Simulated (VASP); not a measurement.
# AlB3O6: single point with PBE

Crystal: AlB3O6.

```
Al B O
1.0
     7.89189   -1.26315    1.43164
     7.89189    1.26315    1.43164
    -0.43961    0.00000    4.75102
Al B O
1 3 6
Direct
  0.66898 0.66898 0.39459
  0.45929 0.45929 0.77521
  0.09463 0.09463 0.91068
  0.84648 0.84648 0.15939
  0.38578 0.38578 0.06216
  0.53946 0.53946 0.90627
  0.15065 0.15065 0.66156
  0.77727 0.77727 0.31588
  0.94495 0.94495 0.64787
  0.13251 0.13251 0.16639
```

```
Program                : VASP 6.6.1
Task                   : single point
Functional             : PBE
Potentials or basis    : VASP PAW PBE potentials, release 64 (Al, B, O)
Cutoff                 : 600 eV
k mesh                 : 10 × 10 × 6
Occupations            : fermi-dirac, width 0.02 eV
Spin                   : no spin polarisation
Dipole correction      : no
Further INCAR settings : ALGO = Normal; EDIFF = 1e-06; NBANDS = 35
```

```
Pressure               : 5.0 GPa
Largest force          : 0.305 eV/Å
Band gap on the k mesh : 5.14 eV (least direct gap 5.15 eV)
```

Forces in eV/Å, atoms in the order of the input:
```
Al  -0.012  0.000  0.028
B   -0.109  0.000  0.053
B   -0.143  0.000 -0.034
B    0.177  0.000 -0.050
O    0.138  0.000 -0.060
O    0.020  0.000  0.112
O    0.150  0.000  0.060
O   -0.141  0.000  0.162
O   -0.079  0.000 -0.294
O   -0.001  0.000  0.023
```

Stress tensor (GPa, compression positive):
```
 4.77  0.00 -0.37
 0.00  5.81  0.00
-0.37  0.00  4.49
```

Levels at points of the mesh, in eV from the valence-band top:
```
           k point  band 20  band 21  band 22  band 23  band 24  band 25  band 26  band 27  band 28  band 29
(0.00, 0.00, 0.00)    -1.58    -1.53    -1.17    -0.76    -0.01     5.14     6.81     7.03     8.01     8.37
(0.50, 0.00, 0.00)    -2.54    -2.21    -1.80    -1.61    -0.63     5.16     6.72     7.88     9.19     9.80
(0.50, 0.50, 0.00)    -1.63    -1.53    -1.17    -0.97     0.00     5.65     6.34     7.07     7.67     8.14
(0.00, 0.00, 0.50)    -2.04    -1.48    -1.32    -1.28     0.00     6.40     7.17     7.39     8.12     8.70
(0.50, 0.00, 0.50)    -2.45    -2.34    -1.95    -1.74    -1.42     5.31     7.35     8.69     9.39     9.78
(0.50, 0.50, 0.50)    -1.65    -1.48    -1.39    -1.28     0.00     6.50     7.09     7.50     7.86     8.48
```

Run time: 64 min on 1 thread of Oxide Virtual Turin-like Processor, with other jobs on the host, peak memory 0.81 GiB.

Caveat: the cell stands under pressure. A k mesh can miss the band edges.
